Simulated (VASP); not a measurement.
Write the native input for VASP 6.6.1 that does the following.

```
Task                   : relaxation of cell and atoms
Functional             : PBE
Potentials or basis    : VASP PAW PBE potentials, release 64 (Ge_d, W_sv, Cl)
Cutoff                 : 600 eV
k mesh                 : 4 × 4 × 4
Occupations            : gaussian, width 0.1 eV
Spin                   : collinear spin, ferromagnetic start
Starting moments       : [1.02, 2.13, 0.08, 0.08, 0.08] μB
Dipole correction      : no
Further INCAR settings : ALGO = Normal; EDIFF = 1e-07; IBRION = 2; EDIFFG = -0.04; NSW = 90; ISIF = 3
```

The structure of GeWCl3 lies in POSCAR:

```
GeWCl3
1.0
    5.1266100000      0.0000000000      0.0000000000
    0.0000000000      5.1266100000      0.0000000000
    0.0000000000      0.0000000000      5.1266100000
Ge W Cl
1 1 3
Direct
    0.0000000000      0.0000000000      0.0000000000
    0.5000000000      0.5000000000      0.5000000000
    0.0000000000      0.5000000000      0.5000000000
    0.5000000000      0.0000000000      0.5000000000
    0.5000000000      0.5000000000      0.0000000000
```

These files were run (other wordings do the same):

INCAR

```
PREC = Accurate ; ENCUT = 600
EDIFF = 1E-7 ; ISMEAR = 0
SIGMA = 0.1 ; LREAL = False
LASPH = True ; NELM = 150
ALGO = Normal ; ISIF = 3
LWAVE = False ; LCHARG = False
ISPIN = 2 ; MAGMOM = 1.02 2.13 0.08 0.08 0.08
LORBIT = 11 ; LMAXMIX = 4
GGA = PE ; IBRION = 2
NSW = 90 ; EDIFFG = -0.04
```

KPOINTS

```
Automatic mesh
0
Gamma
  4 4 4
```

Potentials or basis: VASP PAW PBE potentials, release 64 (Ge_d, W_sv, Cl).

Run with:

```bash
$ cat potpaw_PBE.64/Ge_d/POTCAR potpaw_PBE.64/W_sv/POTCAR potpaw_PBE.64/Cl/POTCAR > POTCAR
$ mpirun -np 1 vasp_std > vasp.out
```

It gave:

The relaxed volume is 24.65 Å³/atom and the relaxed cell is a = 4.977 Å, b = 4.977 Å, c = 4.977 Å, α = 90.00°, β = 90.00°, γ = 90.00°. The space group after relaxing (to 0.05 Å) is Pm-3m (No. 221), the energy gained by relaxing is 21.8 meV/atom and the ionic steps are 4. The pressure after relaxing is 0.0 GPa and the net moment is 4.61 μB per cell. The site moments are Ge +0.59; W +2.43; Cl +0.03 μB and the valence electrons inside the program's atomic spheres are Ge 11.96; W 11.80; Cl 5.09.

Wall time 6.2 min on 1 thread of AMD EPYC 7R43 64-Core Processor (Zen 3), with other jobs on the host, peak memory 0.34 GiB.
